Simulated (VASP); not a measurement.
## NbSi: single point with r2SCAN+U

The system is NbSi.

```
CELL_PARAMETERS angstrom
3.18399 0.00000 0.00000
0.00000 3.18399 0.00000
0.00000 0.00000 3.18399
ATOMIC_POSITIONS crystal
Nb 0.00000 0.00000 0.00000
Si 0.50000 0.50000 0.50000
```

* Program: VASP 6.6.1
* Task: single point
* Functional: r2SCAN
* Potentials or basis: VASP PAW PBE potentials, release 64 (Nb_sv, Si)
* Cutoff: 520 eV
* k mesh: 8 × 8 × 8
* Occupations: fermi-dirac, width 0.05 eV
* Spin: no spin polarisation
* Hubbard terms: Nb d U = 6.0 eV
* Dipole correction: no
* Further INCAR settings: ALGO = Normal; EDIFF = 1e-07; NBANDS = 16

```
Pressure : 3.1 GPa
```

Levels at points of the mesh, in eV from the Fermi level:
| k point | band 4 | band 5 | band 6 | band 7 | band 8 | band 9 | band 10 | band 11 | band 12 | band 13 |
| --- | --- | --- | --- | --- | --- | --- | --- | --- | --- | --- |
| (0.00, 0.00, 0.00) | -33.10 | -12.04 | -2.93 | -2.93 | 2.12 | 2.12 | 2.12 | 2.88 | 2.88 | 2.88 |
| (0.50, 0.00, 0.00) | -33.07 | -8.81 | -7.11 | -1.69 | -0.88 | -0.88 | 3.40 | 4.21 | 5.20 | 8.93 |
| (0.50, 0.50, 0.00) | -33.03 | -8.43 | -3.64 | -3.64 | -2.63 | 0.76 | 0.76 | 4.23 | 4.60 | 5.05 |
| (0.50, 0.50, 0.50) | -33.39 | -5.32 | -5.32 | -5.32 | -4.26 | 3.17 | 3.17 | 3.17 | 4.38 | 4.38 |

Eigenvalues of the final occupation matrices:
| site | spin | trace | eigenvalues |
| --- | --- | --- | --- |
| site 1 d | 1 | 1.02 | 0.17 0.17 0.17 0.26 0.26 |
| site 1 d | 2 | 1.02 | 0.17 0.17 0.17 0.26 0.26 |

It took 2.1 min on 1 thread of AMD EPYC 7R13 (shared host), peak memory 0.12 GiB.

Caveat: the PAW data sets were made with another functional, which shifts forces and pressure a little; U without spin polarisation on a metal has little footing; the U is typed as a test and isn't derived for this compound.
